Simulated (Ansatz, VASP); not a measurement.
Ta4Al: VASP beside Ansatz

```
Ta Al
1.0
     0.00000    2.29213   11.38974
     1.70459    0.00000   11.38974
     1.70459    2.29213    0.00000
Ta Al
4 1
Direct
  0.19873 0.19873 0.80127
  0.59733 0.59733 0.40267
  0.80127 0.80127 0.19873
  0.40267 0.40267 0.59733
  0.00000 0.00000 0.00000
```

Alike in both runs: functional PBE; k mesh 12 × 12 × 12; occupations gaussian, width 0.1 eV; no spin polarisation.

Ansatz relaxed the structure, and its values are those at the end. VASP's run is a single point on that final structure, the one shown.

|  | VASP | Ansatz |
| --- | --- | --- |
| version | VASP 6.6.1 | Ansatz 0.2.0 |
| potentials or method | VASP PAW PBE potentials, release 64 (Ta_pv, Al), cutoff 520 eV | scalar-relativistic, plane waves, PAW |
| valence electrons in the cell | 47 | 55 |

```csv
,VASP,Ansatz,Ansatz less VASP
gap on the k mesh at the Fermi level (eV),none,none,-
pressure (GPa),0.1,0.0,-0.07
```

A gap of «none» marks a metal or a gap that the smearing closes. VASP's potentials hold 47 valence electrons a cell and Ansatz's 55, so a difference there can come from the potentials and not from the codes.

Neither program's run includes spin-orbit coupling.
